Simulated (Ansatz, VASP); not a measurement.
GaSbTe4 in VASP and in Ansatz

```xyz
6
Lattice="4.7500 0.0000 0.0000 0.0000 4.7500 0.0000 0.0000 0.0000 7.9008" Properties=species:S:1:pos:R:3 pbc="T T T"
Ga    2.3750    2.3750    3.9504
Sb    0.0000    0.0000    0.0000
Te    2.3750    0.0000    5.5112
Te    0.0000    2.3750    2.3896
Te    2.3750    0.0000    2.3896
Te    0.0000    2.3750    5.5112
```

Change from the starting cell: species swapped into the TlBiF4 type (P4/mmm, No. 123).

Alike in both runs: task relaxation of cell and atoms; functional PBE; k mesh 4 × 4 × 2; occupations gaussian, width 0.1 eV; no spin polarisation.

|  | VASP | Ansatz |
| --- | --- | --- |
| version | VASP 6.6.1 | Ansatz 0.2.0 |
| potentials or method | VASP PAW PBE potentials, release 64 (Ga_d, Sb, Te), cutoff 600 eV | scalar-relativistic, plane waves, PAW |
| valence electrons in the cell | 42 | 92 |

|  | VASP | Ansatz | Ansatz less VASP |
| --- | --- | --- | --- |
| gap on the k mesh at the Fermi level, each at its own relaxed structure (eV) | none | none | - |
| relaxed volume (Å³/atom) | 33.26 | 33.23 | -0.027 |
| relaxed cell length with the largest relative difference (Å) | 8.944 | 8.895 | -0.0493 |

A gap of «none» marks a metal or a gap that the smearing closes. VASP's potentials hold 42 valence electrons a cell and Ansatz's 92, so a difference there can come from the potentials and not from the codes.

The k mesh is coarse, so the values compare programs but aren't converged. Spin-orbit coupling is off throughout.
